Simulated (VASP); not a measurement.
# TiB2 in VASP: notebook, part 2 of 2

VASP 6.6.1.

### Step 4. Single point, PBE

Input file INCAR:

```
PREC = Accurate
ENCUT = 520
EDIFF = 1E-6
ISMEAR = 0
SIGMA = 0.05
LREAL = F
LASPH = T
NELM = 80
ALGO = Normal
ISIF = 2
LWAVE = F
LCHARG = F
GGA = PE
NBANDS = 16
```

Input file KPOINTS:

```
regular mesh
0
Gamma
  12 12 10
```

Input file POSCAR:

```
TiB2
1.0
    3.0292000000      0.0000000000      0.0000000000
   -1.5146000000      2.6233641531      0.0000000000
    0.0000000000      0.0000000000      3.2284000000
Ti B
1 2
Direct
    0.0000000000      0.0000000000      0.0000000000
    0.3299344950      0.6805681893      0.4957625869
    0.6666666667      0.3333333333      0.5000000000
```

Potentials or basis: VASP PAW PBE potentials, release 64 (Ti_sv, B).

Run with:

```bash
> cat potpaw_PBE.64/Ti_sv/POTCAR potpaw_PBE.64/B/POTCAR > POTCAR
> mpirun -np 1 vasp_std > vasp.out
```

OUTCAR:

```text
PREC = Accurate
   ENCUT = 520
   EDIFF = 1E-6
   ISMEAR = 0
   LREAL = F
   LASPH = T
   NELM = 80
   ISIF = 2
   GGA = PE

 ion  position               nearest neighbor table
   1  0.000  0.000  0.000-   2 2.34   2 2.36   2 2.38   3 2.38   3 2.38   3 2.38   3 2.38   3 2.38
                             3 2.38   2 2.40   2 2.40   2 2.42
   2  0.330  0.681  0.496-   3 1.71   3 1.74   3 1.79   1 2.34   1 2.36   1 2.38   1 2.40   1 2.40
                             1 2.42
   3  0.667  0.333  0.500-   2 1.71   2 1.74   2 1.79   1 2.38   1 2.38   1 2.38   1 2.38   1 2.38
                             1 2.38

  LATTYP: Found a hexagonal cell.
 ALAT       =     3.0292000000
 C/A-ratio  =     1.0657599366

  Lattice vectors:

 A1 = (   3.0292000000,   0.0000000000,   0.0000000000)
 A2 = (  -1.5146000000,   2.6233641531,   0.0000000000)
 A3 = (   0.0000000000,   0.0000000000,   3.2284000000)

Analysis of symmetry for initial positions (statically):
=====================================================================
 Subroutine PRICEL returns:
 Original cell was already a primitive cell.

 Routine SETGRP: Setting up the symmetry group for a
[... 171 lines left out ...]

 val. band max:       10.0146160308   @ k =   0.0833  -0.0000   0.3000
 cond. band min:      10.0173082562   @ k =  -0.1667   0.3333   0.2000
 fundamental gap:      0.0026922254
 Fermi energy:        10.0162344053

 k-point     1 :       0.0000    0.0000    0.0000
  band No.  band energies     occupation
      1     -46.9599      2.00000
      2     -23.3101      2.00000
      3     -23.0045      2.00000
      4     -22.9908      2.00000
      5      -3.5090      2.00000
      6       7.1996      2.00000
[... 433 lines left out ...]
      3     -23.1590      2.00000
      4     -23.0423      2.00000
      5      -2.6006      2.00000
      6       5.2982      2.00000
[... 8 lines left out ...]
     15      17.6346      0.00000
     16      18.5524      0.00000

 [... further k-points ...]

------------------------ aborting loop because EDIFF is reached ----------------------------------------

  FORCE on cell =-STRESS in cart. coord.  units (eV):
  Direction    XX          YY          ZZ          XY          YZ          ZX
  --------------------------------------------------------------------------------------
  -------------------------------------------------------------------------------------
  Total        0.0649732      0.2935773      0.0029594      0.0508242     -0.0060333      0.0081597
  in kB        4.0576146     18.3340814      0.1848147      3.1740019     -0.3767814      0.5095810
  external PRESSURE =       7.5255036 kB  Pullay stress =       0.0000000 kB

 VOLUME and BASIS-vectors are now :
 -----------------------------------------------------------------------------
  energy-cutoff  :      520.00
  volume of cell :       25.66
      direct lattice vectors                 reciprocal lattice vectors
     3.029200000  0.000000000  0.000000000     0.330120164  0.190594965  0.000000000
    -1.514600000  2.623364153  0.000000000     0.000000000  0.381189931  0.000000000
     0.000000000  0.000000000  3.228400000     0.000000000  0.000000000  0.309750960

 POSITION                                       TOTAL-FORCE (eV/Angst)
 -----------------------------------------------------------------------------------
      0.00000      0.00000      0.00000        -0.235522      0.258923     -0.099655
     -0.03135      1.78538      1.60052         0.556491     -0.692205      0.130743
      1.51460      0.87445      1.61420        -0.320969      0.433282     -0.031089
 -----------------------------------------------------------------------------------
    total drift:                               -0.000031      0.000034      0.000032

  FREE ENERGIE OF THE ION-ELECTRON SYSTEM (eV)
  ---------------------------------------------------
  free  energy   TOTEN  =       -24.4070709465 eV

  energy  without entropy=      -24.4064730827  energy(sigma->0) =      -24.40677201
```

OSZICAR:

```text
N       E                     dE             d eps       ncg     rms          rms(c)
DAV:   1     0.121865501837E+03    0.12187E+03   -0.90318E+03 23192   0.128E+03
DAV:   2    -0.223361138304E+02   -0.14420E+03   -0.13905E+03 24952   0.343E+02
DAV:   3    -0.294172633268E+02   -0.70811E+01   -0.70114E+01 33704   0.736E+01
DAV:   4    -0.295823986764E+02   -0.16514E+00   -0.16501E+00 27928   0.100E+01
DAV:   5    -0.295865666698E+02   -0.41680E-02   -0.41679E-02 33608   0.136E+00    0.167E+01
DAV:   6    -0.244212111190E+02    0.51654E+01   -0.20877E+01 33752   0.485E+01    0.381E+00
DAV:   7    -0.244065989843E+02    0.14612E-01   -0.10767E+00 24952   0.118E+01    0.334E+00
DAV:   8    -0.244091692960E+02   -0.25703E-02   -0.85341E-02 39040   0.245E+00    0.799E-01
DAV:   9    -0.244076441490E+02    0.15251E-02   -0.37453E-02 29336   0.245E+00    0.274E-01
DAV:  10    -0.244070583832E+02    0.58577E-03   -0.28021E-03 31112   0.639E-01    0.629E-02
DAV:  11    -0.244070911957E+02   -0.32813E-04   -0.57566E-04 32320   0.271E-01    0.611E-02
DAV:  12    -0.244070718217E+02    0.19374E-04   -0.12099E-04 27192   0.141E-01    0.102E-02
DAV:  13    -0.244070709465E+02    0.87523E-06   -0.46562E-06 27880   0.197E-02
   1 F= -.24407071E+02 E0= -.24406772E+02  d E =-.597864E-03
```

stdout:

```text
POSCAR found type information on POSCAR TiB
 POSCAR found :  2 types and       3 ions
 scaLAPACK will be used
 LDA part: xc-table for (Slater+PW92), standard interpolation
 POSCAR, INCAR and KPOINTS ok, starting setup
 FFT: planning ... GRIDC
 FFT: planning ... GRID_SOFT
 FFT: planning ... GRID
 WAVECAR not read
 entering main loop
```

Wall time 3.9 min (1 thread of Intel Xeon 8259CL, shared host); peak memory 0.39 GiB.

Results:

```
Free energy            : -24.4071 eV
Pressure               : 0.8 GPa
Largest force          : 0.898 eV/Å
Band gap on the k mesh : zero (bands 9 and 10 overlap by 0.52 eV)
```

Forces in eV/Å, atoms in the order of the input:
```
Ti  -0.236  0.259 -0.100
B    0.556 -0.692  0.131
B   -0.321  0.433 -0.031
```

Stress tensor (GPa, compression positive):
```
 0.41  0.32  0.05
 0.32  1.83 -0.04
 0.05 -0.04  0.02
```

### Step 5. Overview

| level | cell | gap on the mesh (eV) | pressure (GPa) |
| --- | --- | --- | --- |
| PBE | as given, atomic positions A | none | 0.4 |
| PBEsol | as given, atomic positions A | none | -4.8 |
| PBE | as given, atomic positions B | none | 0.8 |

Alike in all rows: task single point; potentials or basis VASP PAW PBE potentials, release 64 (Ti_sv, B); no spin polarisation; k mesh 12 × 12 × 10; cutoff (eV) 520; smearing gaussian 0.05 eV.

The pressure there spans -4.8 GPa (PBEsol) to 0.8 GPa (PBE); a positive pressure means that this level wants a larger cell, a negative one a smaller.

Caveats: the cell stands under tension (at least some runs); the PAW data sets were made with another functional, which shifts forces and pressure a little (at least some runs).

Absolute energies hang on the potentials; compare differences alone.
